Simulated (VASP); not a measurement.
# TiC (I4/mmm) in VASP: notebook

TiC is run at these levels: PBE; tasks: single point.

Everything below comes from runs of VASP 6.6.1. Logs are shortened: lines on timing, memory, paths and dates and some standing lists are left out, and cuts for length are marked.

## (1) The cell of the first run

It takes space group I4/mmm (No. 139, tetragonal). The conventional cell has a = 3.325 Å, b = 3.325 Å, c = 3.667 Å, α = 90.00°, β = 90.00°, γ = 90.00°. Ti (site symmetry 4/mmm) has 6 C at 1.83 to 2.35 Å within 2.4 Å. Within 2.4 Å of C (site symmetry 4/mmm) lie 6 Ti at 1.83 to 2.35 Å.

## (2) Single point, PBE

The input, INCAR:

```
  PREC = Accurate
  ENCUT = 520
  EDIFF = 1E-6
  ISMEAR = 0
  SIGMA = 0.15
  LREAL = False
  LASPH = True
  NELM = 100
  ALGO = Normal
  ISIF = 2
  LWAVE = False
  LCHARG = False
  GGA = PE
  NBANDS = 15
```

The input, KPOINTS:

```
Automatic mesh
0
Gamma
  20 20 20
```

The input, POSCAR:

```
TiC
1.0
    0.0000000000      2.3508543472      1.8336663908
    2.3508543472      0.0000000000      1.8336663908
    2.3508543472      2.3508543472      0.0000000000
Ti C
1 1
Direct
    0.0000000000      0.0000000000      0.0000000000
    0.5000000000      0.5000000000      0.5000000000
```

Potentials or basis: VASP PAW PBE potentials, release 64 (Ti_sv, C).

The run is started by

```sh
cat potpaw_PBE.64/Ti_sv/POTCAR potpaw_PBE.64/C/POTCAR > POTCAR
mpirun -np 1 vasp_std > vasp.out
```

OUTCAR:

```text
PREC = Accurate
   ENCUT = 520
   EDIFF = 1E-6
   ISMEAR = 0
   LREAL = False
   LASPH = True
   NELM = 100
   ISIF = 2
   GGA = PE

 ion  position               nearest neighbor table
   1  0.000  0.000  0.000-   2 1.83   2 1.83   2 2.35   2 2.35   2 2.35   2 2.35
   2  0.500  0.500  0.500-   1 1.83   1 1.83   1 2.35   1 2.35   1 2.35   1 2.35

  LATTYP: Found a body centered tetragonal cell.
 ALAT       =     3.3246101010
 C/A-ratio  =     1.1030865786

  Lattice vectors:

 A1 = (   0.0000000000,  -2.3508543472,  -1.8336663908)
 A2 = (   0.0000000000,   2.3508543472,  -1.8336663908)
 A3 = (   2.3508543472,   0.0000000000,   1.8336663908)

Analysis of symmetry for initial positions (statically):
=====================================================================
 Subroutine PRICEL returns:
 Original cell was already a primitive cell.

 Routine SETGRP: Setting up the symmetry group for a
 body centered tetragonal supercell.

 Subroutine GETGRP returns: Found 16 space group operations
 (whereof 16 operations were pure point group operations)
 out of a pool of 16 trial point group operations.

The static configuration has the point symmetry D_4h.

Analysis of symmetry for dynamics (positions and initial velocities):
=====================================================================
 Subroutine PRICEL returns:
 Original cell was already a primitive cell.

 Routine SETGRP: Setting up the symmetry group for a
 body centered tetragonal supercell.

 Subroutine GETGRP returns: Found 16 space group operations
 (whereof 16 operations were pure point group operations)
 out of a pool of 16 trial point group operations.

The dynamic configuration has the point symmetry D_4h.

 Subroutine INISYM returns: Found 16 space group operations
 (whereof 16 operations are pure point group operations),
 and found     1 'primitive' translations

----------------------------------------------------------------------------------------

                                     Primitive cell

  volume of cell :      20.2676

  direct lattice vectors                    reciprocal lattice vectors
     0.000000000  2.350854347  1.833666391    -0.212688634  0.212688634  0.272677736
     2.350854347  0.000000000  1.833666391     0.212688634 -0.212688634  0.272677736
     2.350854347  2.350854347  0.000000000     0.212688634  0.212688634 -0.272677736

  length of vectors
     2.981417212  2.981417212  3.324610101     0.405987756  0.405987756  0.405987756

  position of ions in fractional coordinates (direct lattice)
     0.000000000  0.000000000  0.000000000
     0.500000000  0.500000000  0.500000000

  ion indices of the primitive-cell ions
   primitive index   ion index
                 1           1
                 2           2

----------------------------------------------------------------------------------------

 KPOINTS: Automatic mesh

Automatic generation of k-mesh.
 Grid dimensions read from file:
 generate k-points for:   20   20   20

 Generating k-lattice:

  Cartesian coordinates                     Fractional coordinates (reciprocal lattice)
    -0.010634432  0.010634432  0.013633887     0.050000000  0.000000000  0.000000000
     0.010634432 -0.010634432  0.013633887     0.000000000  0.050000000  0.000000000
     0.010634432  0.010634432 -0.013633887     0.000000000  0.000000000  0.050000000

  Length of vectors
     0.020299388  0.020299388  0.020299388

  Shift w.r.t. Gamma in fractional coordinates (k-lattice)
     0.000000000  0.000000000  0.000000000

 Subroutine IBZKPT returns following result:
 ===========================================

 Found    641 irreducible k-points:

 Following reciprocal coordinates:
            Coordinates               Weight
  0.000000  0.000000  0.000000      1.000000
  0.050000  0.000000  0.000000      8.000000
  0.100000  0.000000  0.000000      8.000000
  0.150000  0.000000  0.000000      8.000000
  0.200000  0.000000  0.000000      8.000000
  0.250000  0.000000  0.000000      8.000000
[... 16 lines left out ...]
 -0.400000  0.050000  0.000000      8.000000
 -0.350000  0.050000  0.000000      8.000000
 [... further k-points ...]
   k-points           NKPTS =    641   k-points in BZ     NKDIM =    641   number of bands    NBANDS=     15
   number of dos      NEDOS =    301   number of ions     NIONS =      2
   total plane-waves  NPLWV =  16128
   dimension x,y,z NGX =    24 NGY =   24 NGZ =   28
   dimension x,y,z NGXF=    48 NGYF=   48 NGZF=   56
   ions per type =               1   1
   NGX,Y,Z   is equivalent  to a cutoff of  13.38, 13.38, 14.00 a.u.
   NGXF,Y,Z  is equivalent  to a cutoff of  26.77, 26.77, 28.00 a.u.
 SYSTEM =  unknown system
   PREC   = accura    normal or accurate (medium, high low for compatibility)
   ISTART =      0    job   : 0-new  1-cont  2-samecut
   ICHARG =      2    charge: 1-file 2-atom 10-const
   ISPIN  =      1    spin polarized calculation?
   LNONCOLLINEAR =      F non collinear calculations
   LSORBIT =      F    spin-orbit coupling
   LASPH  =      T    aspherical Exc in radial PAW
   ENCUT  =  520.0 eV  38.22 Ry    6.18 a.u.   5.54  5.54  6.18*2*pi/ulx,y,z
   NELM   =    100;   NELMIN=  2; NELMDL= -5     # of ELM steps
   EDIFF  = 0.1E-05   stopping-criterion for ELM
   LREAL  =      F    real-space projection
   EDIFFG = 0.1E-04   stopping-criterion for IOM
   NSW    =      0    number of steps for IOM
   IBRION =     -1    ionic relax: 0-MD 1-quasi-New 2-CG
   NFREE  =      0    steps in history (QN), initial steepest desc. (CG)
   ISIF   =      2    stress and relaxation
   ISYM   =      2    0-nonsym 1-usesym 2-fastsym
   POTIM  = 0.5000    time-step for ionic-motion
   TEBEG  =    0.0;   TEEND  =   0.0 temperature during run
   PSTRESS=    0.0 pullay stress
   NELECT =      16.0000    total number of electrons
   NUPDOWN=      -1.0000    fix difference up-down
   EMIN   =  10.00;   EMAX   =-10.00  energy-range for DOS
   EFERMI =   0.00;   METHOD = LEGACY
   ISMEAR =     0;   SIGMA  =   0.15  broadening in eV -4-tet -1-fermi 0-gaus
   EFERMI_NEDOS =   21; number of points for ismear=-14 and -15
   IALGO  =     38    algorithm
   IMIX   =      4    mixing-type and parameters
     AMIX     =   0.40;   BMIX     =  1.00
     AMIX_MAG =   1.60;   BMIX_MAG =  1.00
  volume/ion in A,a.u.               =      10.13        68.39
  Fermi-wavevector in a.u.,A,eV,Ry     =   1.513030  2.859212 31.147275  2.289260
  Thomas-Fermi vector in A             =   2.622876
   LORBIT       =      0    0 simple, 1 ext, 2 COOP (PROOUT), +10 PAW based schemes
   GGA     = PE    functional components
   LHFCALC =     F    Hartree Fock is set to
   AEXX    =    0.0000 exact exchange contribution
   IVDW    =     0    specifies the selected vdW correction
   LEPSILON=     F    determine dielectric tensor
   LRPA    =     F    only Hartree local field effects (RPA)
 non-spin polarized calculation
 Gauss-broadening in eV      SIGMA  =   0.15
  energy-cutoff  :      520.00
  volume of cell :       20.27
 maximum number of plane-waves:       567
 NGX is ok and might be reduce to    24

 number of electron      16.0000002 magnetization

 Free energy of the ion-electron system (eV)
  ---------------------------------------------------
  ext. energy  EPLUGINS =         0.00000000
  ---------------------------------------------------
  free energy    TOTEN  =       -17.29108620 eV

  energy without entropy =      -17.28744395  energy(sigma->0) =      -17.28926508

 E-fermi :   9.5403     XC(G=0): -12.5958

 val. band max:        9.5271239228   @ k =  -0.4500   0.4000   0.1000
 cond. band min:       9.5498810718   @ k =   0.1500   0.0000   0.0500
 fundamental gap:      0.0227571490
 Fermi energy:         9.5402798795

 k-point     1 :       0.0000    0.0000    0.0000
  band No.  band energies     occupation
      1     -46.9071      2.00000
      2     -23.0194      2.00000
      3     -22.9876      2.00000
      4     -22.9876      2.00000
      5      -2.9857      2.00000
      6       9.8506      0.00344
      7       9.8506      0.00344
      8      10.3353      0.00000
      9      10.4897      0.00000
     10      10.7165      0.00000
     11      10.7165      0.00000
     12      11.5066      0.00000
     13      12.2317      0.00000
     14      21.7425      0.00000
     15      24.2480      0.00000

 k-point     2 :       0.0500    0.0000    0.0000
  band No.  band energies     occupation
      1     -46.9052      2.00000
      2     -23.0271      2.00000
      3     -22.9927      2.00000
      4     -22.9909      2.00000
      5      -2.9232      2.00000
      6       9.4880      1.37785
      7       9.5071      1.24534
      8      10.0804      0.00000
      9      10.1767      0.00000
     10      11.1590      0.00000
     11      11.3167      0.00000
     12      11.6329      0.00000
     13      12.3793      0.00000
     14      21.8355      0.00000
     15      24.2015      0.00000

 k-point     3 :       0.1000    0.0000    0.0000
  band No.  band energies     occupation
      1     -46.8997      2.00000
      2     -23.0599      2.00000
      3     -23.0004      2.00000
      4     -22.9968      2.00000
      5      -2.7382      2.00000
      6       8.7271      2.00000
      7       8.8413      2.00000
      8       9.6930      0.15002
      9      10.3040      0.00000
     10      11.2943      0.00000
     11      11.9349      0.00000
     12      12.1442      0.00000
     13      12.9476      0.00000
     14      22.0690      0.00000
     15      24.0310      0.00000
[... 343 lines left out ...]
 k-point    23 :      -0.4000    0.0500    0.0000
  band No.  band energies     occupation
      1     -46.8337      2.00000
      2     -23.4824      2.00000
      3     -23.1112      2.00000
      4     -22.9890      2.00000
      5       0.1400      2.00000
      6       4.3369      2.00000
      7       6.1491      2.00000
      8       6.6382      2.00000
      9      11.9728      0.00000
     10      12.6846      0.00000
     11      13.7403      0.00000
     12      16.3294      0.00000
     13      17.8557      0.00000
     14      18.4673      0.00000
     15      23.1262      0.00000

 k-point    24 :      -0.3500    0.0500    0.0000
  band No.  band energies     occupation
      1     -46.8422      2.00000
      2     -23.4272      2.00000
      3     -23.0963      2.00000
      4     -22.9939      2.00000
      5      -0.4493      2.00000
      6       4.9134      2.00000
      7       6.3782      2.00000
      8       7.1272      2.00000
      9      11.9558      0.00000
     10      12.2396      0.00000
     11      13.2628      0.00000
     12      15.9524      0.00000
     13      17.3743      0.00000
     14      19.0927      0.00000
     15      23.8632      0.00000

 [... further k-points ...]
[... 5 lines left out ...]
  --------------------------------------------------------------------------------------
  -------------------------------------------------------------------------------------
  Total       -2.6438747     -2.6438747     17.1187699      0.0000000      0.0000000      0.0000000
  in kB     -209.0016349   -209.0016349   1353.2603941      0.0000000      0.0000000      0.0000000
  external PRESSURE =     311.7523747 kB  Pullay stress =       0.0000000 kB

 VOLUME and BASIS-vectors are now :
 -----------------------------------------------------------------------------
  energy-cutoff  :      520.00
  volume of cell :       20.27
      direct lattice vectors                 reciprocal lattice vectors
     0.000000000  2.350854347  1.833666391    -0.212688634  0.212688634  0.272677736
     2.350854347  0.000000000  1.833666391     0.212688634 -0.212688634  0.272677736
     2.350854347  2.350854347  0.000000000     0.212688634  0.212688634 -0.272677736

 POSITION                                       TOTAL-FORCE (eV/Angst)
 -----------------------------------------------------------------------------------
      0.00000      0.00000      0.00000        -0.000000      0.000000      0.000000
      2.35085      2.35085      1.83367         0.000000     -0.000000      0.000000
 -----------------------------------------------------------------------------------
    total drift:                                0.000000     -0.000000     -0.000000

  FREE ENERGIE OF THE ION-ELECTRON SYSTEM (eV)
  ---------------------------------------------------
  free  energy   TOTEN  =       -17.2910861962 eV

  energy  without entropy=      -17.2874439538  energy(sigma->0) =      -17.28926508
```

It took 1.9 min on 1 thread of AMD EPYC 9R45 (Zen 5), shared host; peak memory 0.28 GiB.

What came out:

```yaml
Free_energy: -17.2911 eV
Pressure: 31.2 GPa
Band_gap_on_the_k_mesh: zero (band 8 reaches 10.34 eV, above the bottom of band 9 at 7.86 eV)
```

Stress tensor (GPa, compression positive):
```
-20.90   0.00   0.00
  0.00 -20.90   0.00
  0.00   0.00 135.33
```

Levels at points of the mesh, in eV from the Fermi level:
```tsv
k point	band 5	band 6	band 7	band 8	band 9	band 10	band 11	band 12
(0.00, 0.00, 0.00)	-12.53	0.31	0.31	0.80	0.95	1.18	1.18	1.97
(0.50, 0.00, 0.00)	-8.56	-5.96	-3.61	-3.52	2.42	3.60	5.02	7.21
(0.50, 0.50, 0.00)	-10.28	-1.98	-1.33	-1.33	-1.00	3.07	3.39	3.39
(0.50, 0.00, 0.50)	-10.62	-4.26	-1.25	0.39	1.34	1.93	2.89	3.72
```

## (3) Single point, PBE

This run uses another cell than the first one, of the same volume but with other edges.

The input, INCAR:

```
PREC = Accurate
ENCUT = 520
EDIFF = 1E-6
ISMEAR = 0
SIGMA = 0.15
LREAL = False
LASPH = True
NELM = 60
ALGO = Normal
ISIF = 2
LWAVE = False
LCHARG = False
GGA = PE
NBANDS = 15
```

KPOINTS is that of step 2.

The input, POSCAR:

```
TiC
1.0
    0.0000000000      1.9827873478      2.5776235521
    1.9827873478      0.0000000000      2.5776235521
    1.9827873478      1.9827873478      0.0000000000
Ti C
1 1
Direct
    0.0000000000      0.0000000000      0.0000000000
    0.5000000000      0.5000000000      0.5000000000
```

Potentials or basis: VASP PAW PBE potentials, release 64 (Ti_sv, C).

The run is started by

```sh
cat potpaw_PBE.64/Ti_sv/POTCAR potpaw_PBE.64/C/POTCAR > POTCAR
mpirun -np 1 vasp_std > vasp.out
```

OUTCAR:

```text
PREC = Accurate
   ENCUT = 520
   EDIFF = 1E-6
   ISMEAR = 0
   LREAL = False
   LASPH = True
   NELM = 60
   ISIF = 2
   GGA = PE

 ion  position               nearest neighbor table
   1  0.000  0.000  0.000-   2 1.98   2 1.98   2 1.98   2 1.98
   2  0.500  0.500  0.500-   1 1.98   1 1.98   1 1.98   1 1.98

  LATTYP: Found a body centered tetragonal cell.
 ALAT       =     2.8040847586
 C/A-ratio  =     1.8384776311

  Lattice vectors:

 A1 = (  -1.9827873478,   0.0000000000,   2.5776235521)
 A2 = (   1.9827873478,   0.0000000000,   2.5776235521)
[... 609 lines left out ...]
     11      13.7774      0.00000
     12      15.3117      0.00000
     13      18.2306      0.00000
     14      19.6039      0.00000
     15      24.2810      0.00000

 [... further k-points ...]
[... 5 lines left out ...]
  --------------------------------------------------------------------------------------
  -------------------------------------------------------------------------------------
  Total        7.9668606      7.9668606     -3.7524619      0.0000000      0.0000000      0.0000000
  in kB      629.7903983    629.7903983   -296.6368525      0.0000000      0.0000000      0.0000000
  external PRESSURE =     320.9813147 kB  Pullay stress =       0.0000000 kB

 VOLUME and BASIS-vectors are now :
 -----------------------------------------------------------------------------
  energy-cutoff  :      520.00
  volume of cell :       20.27
      direct lattice vectors                 reciprocal lattice vectors
     0.000000000  1.982787348  2.577623552    -0.252170259  0.252170259  0.193977123
     1.982787348  0.000000000  2.577623552     0.252170259 -0.252170259  0.193977123
     1.982787348  1.982787348  0.000000000     0.252170259  0.252170259 -0.193977123

 POSITION                                       TOTAL-FORCE (eV/Angst)
 -----------------------------------------------------------------------------------
      0.00000      0.00000      0.00000        -0.000000     -0.000000     -0.000000
      1.98279      1.98279      2.57762         0.000000      0.000000      0.000000
 -----------------------------------------------------------------------------------
    total drift:                                0.000000     -0.000000     -0.000000

  FREE ENERGIE OF THE ION-ELECTRON SYSTEM (eV)
  ---------------------------------------------------
  free  energy   TOTEN  =       -17.6898487931 eV

  energy  without entropy=      -17.6870396533  energy(sigma->0) =      -17.68844422
```

stdout:

```text
POSCAR found type information on POSCAR TiC
 POSCAR found :  2 types and       2 ions
 scaLAPACK will be used
 LDA part: xc-table for (Slater+PW92), standard interpolation
 POSCAR, INCAR and KPOINTS ok, starting setup
 FFT: planning ... GRIDC
 FFT: planning ... GRID_SOFT
 FFT: planning ... GRID
 WAVECAR not read
 entering main loop
```

Run time: 98 s. Hardware: 1 thread of AMD EPYC 9R45 (Zen 5), shared host; peak memory 0.28 GiB.

What came out:

- Free energy: -17.6898 eV
- Pressure: 32.1 GPa
- Band gap on the k mesh: zero (band 8 reaches 10.96 eV, above the bottom of band 9 at 8.63 eV)

Stress tensor (GPa, compression positive):
```
 62.98   0.00   0.00
  0.00  62.98   0.00
  0.00   0.00 -29.66
```

Levels at points of the mesh, in eV from the Fermi level:
```csv
k point,band 6,band 7,band 8,band 9,band 10,band 11
"(0.00, 0.00, 0.00)",-0.56,-0.25,0.84,1.56,1.56,2.01
"(0.50, 0.00, 0.00)",-5.95,-3.71,-3.17,2.85,3.26,4.81
"(0.50, 0.50, 0.00)",-4.80,-1.55,1.21,1.21,2.91,3.32
"(0.50, 0.00, 0.50)",-2.38,-1.54,-0.42,-0.34,2.36,2.39
```

## (4) Single point, PBE

This run uses another cell than the first one, of the same volume but with other edges.

The input, INCAR:

```
SYSTEM = TiC
PREC = Accurate
ENCUT = 520
EDIFF = 1E-6
ISMEAR = 0
SIGMA = 0.15
LREAL = .False.
LASPH = .True.
NELM = 60
ALGO = Normal
ISIF = 2
LWAVE = .False.
LCHARG = .True.
GGA = PE
LELF = .True.
LVHAR = .True.
NBANDS = 15
```

The input, KPOINTS:

```
regular mesh
0
Gamma
  20 20 20
  0 0 0
```

The input, POSCAR:

```
TiC
1.0
    0.0000000000      2.2249895759      2.0469904099
    2.2249895759      0.0000000000      2.0469904099
    2.2249895759      2.2249895759      0.0000000000
Ti C
1 1
Direct
    0.0000000000      0.0000000000      0.0000000000
    0.5000000000      0.5000000000      0.5000000000
```

The run is started by

```sh
cat potpaw_PBE.64/Ti_sv/POTCAR potpaw_PBE.64/C/POTCAR > POTCAR
mpirun -np 1 vasp_std > vasp.out
```

Run time: 1.7 min. Hardware: 1 thread of AMD EPYC 9R45 (Zen 5), shared host; peak memory 0.28 GiB.

It converged, with:

| Quantity | Value |
| --- | --- |
| Free energy | -18.5819 eV |
| Pressure | 4.5 GPa |
| Band gap on the k mesh | zero (band 8 reaches 10.56 eV, above the bottom of band 9 at 8.55 eV) |

Stress tensor (GPa, compression positive):
```
-8.42  0.00  0.00
 0.00 -8.42  0.00
 0.00  0.00 30.19
```

Levels at points of the mesh, in eV from the Fermi level:
```
           k point  band 5  band 6  band 7  band 8  band 9  band 10  band 11  band 12
(0.00, 0.00, 0.00)  -12.43    0.51    0.51    1.11    1.40     1.55     1.55     1.83
(0.50, 0.00, 0.00)   -8.89   -5.87   -3.03   -2.93    2.74     3.14     4.21     7.62
(0.50, 0.50, 0.00)  -10.07   -2.78   -1.73   -0.47   -0.47     2.76     3.54     3.54
(0.50, 0.00, 0.50)  -10.23   -3.73   -1.56    0.14    0.25     2.61     3.26     3.71
```

(Continued in part 2 of 2.)
